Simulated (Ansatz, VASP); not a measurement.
**One calculation of LuHf4O, two programs**

INCAR

```
SYSTEM = LuHf4O
ALGO = Normal
EDIFF = 1E-6
EDIFFG = -0.04
ENCUT = 600
GGA = PE
IBRION = 2
ISIF = 3
ISMEAR = 0
LASPH = .True.
LCHARG = .False.
LREAL = .False.
LWAVE = .False.
NELM = 60
NSW = 90
PREC = Accurate
SIGMA = 0.1
```

The input KPOINTS:

```
k-points
0
Gamma
  3 3 6
  0 0 0
```

The input POSCAR:

```
LuHf4O
1.0
    7.0342381513      0.0000000000      0.0000000000
   -3.5171190757      6.0918289353      0.0000000000
    0.0000000000      0.0000000000      3.1858009727
Lu Hf O
1 4 1
Direct
    0.0000000000      0.0000000000      0.0000000000
    0.3333333333      0.6666666667      0.0000000000
    0.5251731323      0.4748268677      0.5000000000
    0.5251731323      0.0503462645      0.5000000000
    0.9496537355      0.4748268677      0.5000000000
    0.6666666667      0.3333333333      0.0000000000
```

Input for Ansatz:

```yaml
crystal:
  lattice:
    - [7.0342381513, 0.0, 0.0]
    - [-3.5171190757, 6.0918289353, 0.0]
    - [0.0, 0.0, 3.1858009727]
  atoms:
    - { symbol: Lu, position: [0.0, 0.0, 0.0] }
    - { symbol: Hf, position: [0.3333333333, 0.6666666667, 0.0] }
    - { symbol: Hf, position: [0.5251731323, 0.4748268677, 0.5] }
    - { symbol: Hf, position: [0.5251731323, 0.0503462645, 0.5] }
    - { symbol: Hf, position: [0.9496537355, 0.4748268677, 0.5] }
    - { symbol: O, position: [0.6666666667, 0.3333333333, 0.0] }
basis:
  ecutwfc: 420
kpoints:
  mp_grid: { grid: [3, 3, 6] }
hamiltonian:
  xc: pbe
scf:
  occupations: { method: gaussian, width: 0.1 }
  lower_state_search: "off"
output:
  forces: true
  stress: true
  eigenvalues: true
relax:
  adjacent_minimum: "off"
  f_tol: 0.04
  max_steps: 70
  cell: { stress_tol: 0.4 }
```

Change from the starting cell: species swapped into the CePdPt4 type (P-6m2, No. 187).

Alike in both runs: task relaxation of cell and atoms; functional PBE; k mesh 3 × 3 × 6; occupations gaussian, width 0.1 eV; no spin polarisation.

|  | VASP | Ansatz |
| --- | --- | --- |
| version | VASP 6.6.1 | Ansatz 0.2.0 |
| potentials or method | VASP PAW PBE potentials, release 64 (Lu, Hf_pv, O), cutoff 600 eV | scalar-relativistic, plane waves, PAW |
| valence electrons in the cell | 71 | 135 |

|  | VASP | Ansatz | Ansatz less VASP |
| --- | --- | --- | --- |
| gap on the k mesh at the Fermi level, each at its own relaxed structure (eV) | none | none | - |
| relaxed volume (Å³/atom) | 22.52 | 22.68 | +0.156 |
| relaxed cell length with the largest relative difference (Å) | 3.155 | 3.163 | +0.0073 |

A gap of «none» marks a metal or a gap that the smearing closes. VASP's potentials hold 71 valence electrons a cell and Ansatz's 135, so a difference there can come from the potentials and not from the codes.

Spin-orbit coupling is off throughout.
